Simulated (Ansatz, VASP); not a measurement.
Two plane-wave programs on Ga2Te2O

INCAR

```
PREC = Accurate
ENCUT = 520
EDIFF = 1E-6
ISMEAR = 0
SIGMA = 0.1
LREAL = False
LASPH = True
NELM = 100
ALGO = Normal
ISIF = 2
LWAVE = False
LCHARG = False
GGA = PE
NBANDS = 30
```

Contents of KPOINTS:

```
regular mesh
0
Gamma
  6 6 6
```

The input POSCAR:

```
Ga2Te2O
1.0
   -2.2801389200      2.2801389200      5.3091614400
    2.2801389200     -2.2801389200      5.3091614400
    2.2801389200      2.2801389200     -5.3091614400
Ga Te O
2 2 1
Direct
    0.2500000000      0.7500000000      0.5000000000
    0.7500000000      0.2500000000      0.5000000000
    0.6402969400      0.6402969400      0.0000000000
    0.3597030600      0.3597030600      0.0000000000
    0.0000000000      0.0000000000      0.0000000000
```

Input for Ansatz:

```yaml
crystal:
  lattice:
    - [-2.28013892, 2.28013892, 5.30916144]
    - [2.28013892, -2.28013892, 5.30916144]
    - [2.28013892, 2.28013892, -5.30916144]
  atoms:
    - { symbol: Ga, position: [0.25, 0.75, 0.5] }
    - { symbol: Ga, position: [0.75, 0.25, 0.5] }
    - { symbol: Te, position: [0.64029694, 0.64029694, 0.0] }
    - { symbol: Te, position: [0.35970306, 0.35970306, 0.0] }
    - { symbol: O, position: [0.0, 0.0, 0.0] }
basis:
  ecutwfc: 420
kpoints:
  mp_grid: { grid: [6, 6, 6] }
hamiltonian:
  xc: pbe
scf:
  occupations: { method: gaussian, width: 0.1 }
  lower_state_search: "off"
output:
  forces: true
  stress: true
  eigenvalues: true
```

Change from the starting cell: species swapped into the LaNi2Sn2 type (I4/mmm, No. 139).

Alike in both runs: task single point; functional PBE; k mesh 6 × 6 × 6; occupations gaussian, width 0.1 eV; no spin polarisation.

|  | VASP | Ansatz |
| --- | --- | --- |
| version | VASP 6.6.1 | Ansatz 0.2.0 |
| potentials or method | VASP PAW PBE potentials, release 64 (Ga_d, Te, O), cutoff 520 eV | scalar-relativistic, plane waves, PAW |
| valence electrons in the cell | 44 | 64 |

|  | VASP | Ansatz | Ansatz less VASP |
| --- | --- | --- | --- |
| gap on the k mesh at the Fermi level (eV) | none | none | - |
| pressure (GPa) | 12.8 | 12.7 | -0.09 |
| traceless stress, the component that is largest in VASP (GPa) | -1.21 | -1.04 | +0.171 |
| rms of the force components (eV/Å) | 0.500 | 0.483 | -0.0164 |

Atom by atom the forces differ by 0.016 eV/Å (rms over components). A gap of «none» marks a metal or a gap that the smearing closes. With one functional, cell and mesh, what is left measures potentials, basis and numerics. VASP's potentials hold 44 valence electrons a cell and Ansatz's 64, so a difference there can come from the potentials and not from the codes.

Spin-orbit coupling is off throughout.
